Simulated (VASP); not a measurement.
A run of VASP 6.6.1:

INCAR

```
SYSTEM = Si2C3
PREC     = Accurate       ! precision mode
ENCUT    = 520            ! plane-wave cutoff, eV
EDIFF    = 1E-7           ! SCF threshold, eV
ISMEAR   = 0              ! smearing method
SIGMA    = 0.1            ! smearing width, eV
LREAL    = .False.        ! projectors in reciprocal space
LASPH    = .True.         ! aspherical terms in the spheres
NELM     = 60             ! most SCF steps
ALGO     = Normal         ! electronic algorithm
ISIF     = 2              ! what is computed and relaxed
LWAVE    = .False.        ! write WAVECAR
LCHARG   = .False.        ! write CHGCAR
GGA      = PE             ! functional
NBANDS   = 31             ! bands
```

File KPOINTS:

```
regular mesh
0
Gamma
  6 6 1
  0 0 0
```

POSCAR

```
Si2C3
1.0
    2.7091322400      0.0000000000      0.0000000000
   -1.3545661200      2.3461773400      0.0000000000
    0.0000000000      0.0000000000     21.6593114300
Si C
4 6
Direct
    0.3333333300      0.6666666700      0.0000000000
    0.3333333300      0.6666666700      0.4000000000
    0.3333333300      0.6666666700      0.6000000000
    0.6666666700      0.3333333300      0.5000000000
    0.3333333300      0.6666666700      0.2000000000
    0.3333333300      0.6666666700      0.8000000000
    0.6666666700      0.3333333300      0.1000000000
    0.6666666700      0.3333333300      0.3000000000
    0.6666666700      0.3333333300      0.7000000000
    0.6666666700      0.3333333300      0.9000000000
```

Potentials or basis: VASP PAW PBE potentials, release 64 (Si, C).

Run with:

```sh
$ cat potpaw_PBE.64/Si/POTCAR potpaw_PBE.64/C/POTCAR > POTCAR
$ mpirun -np 1 vasp_std > vasp.out
```

Hardware: 1 thread of Intel(R) Xeon(R) Platinum 8259CL CPU @ 2.50GHz (Skylake/Cascade Lake) (shared host).

Question: Estimate the wall time of this run.

Answer: Run time: 46 s on 1 thread of Intel(R) Xeon(R) Platinum 8259CL CPU @ 2.50GHz (Skylake/Cascade Lake) (shared host), peak memory 0.24 GiB. Counts: scf iterations 19, k points 7.
